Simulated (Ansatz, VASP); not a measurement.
InSb3 in VASP and in Ansatz

Contents of INCAR:

```
SYSTEM = InSb3
ALGO = Normal ; EDIFF = 1E-7
EDIFFG = -0.01 ; ENCUT = 600
GGA = PS ; IBRION = 2
ISIF = 3 ; ISMEAR = -1
IVDW = 12 ; LASPH = .TRUE.
LCHARG = .FALSE. ; LREAL = .FALSE.
LWAVE = .FALSE. ; NELM = 60
NSW = 60 ; PREC = Accurate
SIGMA = 0.05
```

Contents of KPOINTS:

```
k-points
0
G
  6 6 6
  0 0 0
```

POSCAR

```
InSb3
1.0
    4.8063670000      0.0000000000      0.0000000000
    0.0000000000      4.8063670000      0.0000000000
    0.0000000000      0.0000000000      4.8063670000
Sb In
3 1
Direct
    0.5000000000      0.5000000000      0.0000000000
    0.0000000000      0.5000000000      0.5000000000
    0.5000000000      0.0000000000      0.5000000000
    0.0000000000      0.0000000000      0.0000000000
```

File input.yaml:

```yaml
crystal:
  lattice:
    - [4.806367, 0.0, 0.0]
    - [0.0, 4.806367, 0.0]
    - [0.0, 0.0, 4.806367]
  atoms:
    - { symbol: Sb, position: [0.5, 0.5, 0.0] }
    - { symbol: Sb, position: [0.0, 0.5, 0.5] }
    - { symbol: Sb, position: [0.5, 0.0, 0.5] }
    - { symbol: In, position: [0.0, 0.0, 0.0] }
hamiltonian:
  xc: pbesol
  pseudopotentials: { kind: paw }
  dispersion: d3bj
kpoints:
  mp_grid: { grid: [6, 6, 6] }
scf:
  occupations: { method: fermi_dirac, width: 0.05 }
output:
  forces: true
  stress: true
  eigenvalues: true
  write_density: true
  write_potential: true
  elf: true
  volumetric_format: npy
relax:
  f_tol: 0.01
  max_steps: 40
  cell: { stress_tol: 0.05 }
```

Alike in both runs: task relaxation of cell and atoms; functional PBEsol; dispersion D3(BJ); k mesh 6 × 6 × 6; occupations fermi-dirac, width 0.05 eV; no spin polarisation.

|  | VASP | Ansatz |
| --- | --- | --- |
| version | VASP 6.6.1 | Ansatz 0.2.0 |
| potentials or method | VASP PAW PBE potentials, release 64 (Sb, In_d) | Ansatz PAW |
| plane-wave cutoff (eV) | 600 | 420 |
| valence electrons in the cell | 28 | 58 |

|  | VASP | Ansatz | Ansatz less VASP |
| --- | --- | --- | --- |
| gap on the k mesh at the Fermi level, each at its own relaxed structure (eV) | none | none | - |
| relaxed volume (Å³/atom) | 25.12 | 25.12 | -0.004 |
| relaxed cell length with the largest relative difference (Å) | 4.649 | 4.649 | -0.0002 |

VASP's potentials were made for PBE, not for PBEsol. A gap of «none» marks a metal or a gap that the smearing closes. VASP's potentials hold 28 valence electrons a cell and Ansatz's 58, so a difference there can come from the potentials and not from the codes.

Neither program's run includes spin-orbit coupling. Noted on Ansatz's run: the plane-wave basis is chosen anew once the cell has moved, so the energies of steps on either side of that aren't comparable.
